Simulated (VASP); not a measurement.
Runs of VASP 6.6.1 on Rh. The structure is that of space group Fd-3m (No. 227), or close to it. The cells are those of the table. This isn't the form of Rh at room conditions, which is fcc.

```tsv
task	cell	k mesh	cutoff (eV)	gap on the mesh (eV)	pressure (GPa)
single point	a = 3.684 Å, angles 60.0°, 2 atoms	11 × 11 × 11	520	none	26.3
single point	a = 3.844 Å, angles 60.0°, 2 atoms	16 × 16 × 16	520	none	0.0
relaxation of cell and atoms	relaxed from a = 3.745 Å, angles 60.0°, 2 atoms	10 × 10 × 10	600	none	0.0
single point	a = 3.844 Å, angles 60.0°, 2 atoms	10 × 10 × 10	520	none	(a)
single point	a = 3.739 Å, angles 60.0°, 2 atoms	11 × 11 × 11	520	none	(b)
single point	a = 3.792 Å, angles 60.0°, 2 atoms	11 × 11 × 11	520	none	6.8
single point	a = 3.844 Å, angles 60.0°, 2 atoms	11 × 11 × 11	520	none	0.0
single point	a = 3.944 Å, angles 60.0°, 2 atoms	11 × 11 × 11	520	none	-9.4
```

Alike in all rows: level PBEsol; potentials or basis VASP PAW PBE potentials, release 64 (Rh_pv); no spin polarisation; smearing fermi-dirac 0.1 eV.

Question: Estimate the missing entries.

Answer: (a) 0.1; (b) 15.4.

Caveats: the PAW data sets were made with another functional, which shifts forces and pressure a little; the cell stands under pressure (at least some runs); the cell stands under tension (at least some runs).

A k mesh can miss the band edges, and the runs leave out spin-orbit coupling on Rh.

A gap of «none» marks levels without a gap at the run's occupations.
